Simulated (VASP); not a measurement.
# KBr: single point with PBEsol

The system is KBr.

```
K Br
1.0
     4.15489   -0.63921   -0.63921
    -0.63921    4.15489   -0.63921
    -0.63921   -0.63921    4.15489
K Br
1 1
Direct
  0.00000 0.00000 0.00000
  0.50000 0.50000 0.50000
```

This cell differs from its parent crystal: ratio of the length along [111] to the lengths across it x 0.6, volume and fractional coordinates fixed.

```json
{
  "Program": "VASP 6.6.1",
  "Task": "single point",
  "Functional": "PBEsol",
  "Potentials or basis": "VASP PAW PBE potentials, release 64 (K_sv, Br)",
  "Cutoff": "520 eV",
  "k mesh": "6 × 6 × 6",
  "Occupations": "gaussian, width 0.05 eV",
  "Spin": "no spin polarisation",
  "Dipole correction": "no",
  "Further INCAR settings": "ALGO = Normal; EDIFF = 1e-06; NBANDS = 15"
}
```

```
Pressure               : 13.9 GPa
Band gap on the k mesh : 2.60 eV
```

Stress tensor (GPa, compression positive):
```
13.93 15.19 15.19
15.19 13.93 15.19
15.19 15.19 13.93
```

Levels at points of the mesh, in eV from the valence-band top:
```csv
k point,band 4,band 5,band 6,band 7,band 8,band 9,band 10,band 11,band 12,band 13
"(0.00, 0.00, 0.00)",-12.13,-12.13,-1.10,-1.10,0.00,2.60,5.67,5.67,7.79,7.79
"(0.50, 0.00, 0.00)",-12.13,-10.73,-2.68,-1.87,-1.32,5.28,5.91,7.24,7.64,9.20
"(0.50, 0.50, 0.00)",-12.29,-12.16,-2.28,-1.37,-0.15,4.45,5.71,7.32,8.07,9.74
"(0.50, 0.50, 0.50)",-12.24,-10.75,-2.36,-2.36,-2.34,5.91,5.91,8.09,8.09,9.88
```

Wall time 37 s on 1 thread of Intel Xeon 8259CL, on a shared host, peak memory 0.19 GiB.

Caveat: the cell stands under pressure; the PAW data sets were made with another functional, which shifts forces and pressure a little.
